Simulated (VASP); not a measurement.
Here is a VASP 6.6.1 calculation.

INCAR

```
ALGO = Normal
EDIFF = 1E-6
ENCUT = 520
GGA = PE
ISIF = 2
ISMEAR = 0
LASPH = T
LCHARG = T
LELF = T
LREAL = F
LVHAR = T
LWAVE = F
NBANDS = 29
NELM = 80
PREC = Accurate
SIGMA = 0.1
```

The input KPOINTS:

```
k-points
0
Gamma
  8 8 8
```

File POSCAR:

```
TiSi2
1.0
    4.7827940929      0.0000000000      0.0000000000
   -2.3669914019      4.1560162462      0.0000000000
    1.2079013455      2.0780081231      4.2801839307
Ti Si
2 4
Direct
    0.5000000000      0.5000000000      0.0000000000
    0.2500000000      0.7500000000      0.5000000000
    0.1630629673      0.8369370327      0.0000000000
    0.8369370327      0.1630629673      0.0000000000
    0.9130629673      0.0869370327      0.5000000000
    0.5869370327      0.4130629673      0.5000000000
```

Potentials or basis: VASP PAW PBE potentials, release 64 (Ti_sv, Si).

The run is started by

```sh
$ cat potpaw_PBE.64/Ti_sv/POTCAR potpaw_PBE.64/Si/POTCAR > POTCAR
$ mpirun -np 1 vasp_std > vasp.out
```

(1) What does it give for the largest force?

(2) Predict the band gap on the k mesh.

(3) Estimate the pressure.

Answers

(1) 0.004 eV/Å.

(2) zero (band 20 reaches 10.75 eV, above the bottom of band 21 at 8.88 eV).

(3) 0.0 GPa.
